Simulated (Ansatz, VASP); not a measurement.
PbS: VASP beside Ansatz

```xyz
2
Lattice="0.0000 2.9650 2.9650 2.9650 0.0000 2.9650 2.9650 2.9650 0.0000" Properties=species:S:1:pos:R:3 pbc="T T T"
Pb    0.0000    0.0000    0.0000
S     2.9361    2.9361    2.9361
```

Change from the starting cell: all S atoms moved -0.050 Å, as atom 2 along Cartesian [1 1 1].

Alike in both runs: task single point; functional PBE; k mesh 10 × 10 × 10; occupations gaussian, width 0.03 eV; no spin polarisation.

```csv
,VASP,Ansatz
version,VASP 6.6.1,Ansatz 0.2.0
potentials or method,"VASP PAW PBE potentials, release 64 (Pb_d, S), cutoff 520 eV","scalar-relativistic, plane waves, PAW"
valence electrons in the cell,20,20
```

```tsv
	VASP	Ansatz	Ansatz less VASP
gap on the k mesh at the Fermi level (eV)	0.37	0.37	-0.007
least direct gap on the mesh (eV)	0.37	0.37	-0.007
pressure (GPa)	2.2	2.3	+0.08
rms of the force components (eV/Å)	0.017	0.017	-0.0004
```

Atom by atom the forces differ by 0.000 eV/Å (rms over components). The functional is the same, so the differences come from potentials, cutoffs and numerics.

Neither program's run includes spin-orbit coupling.
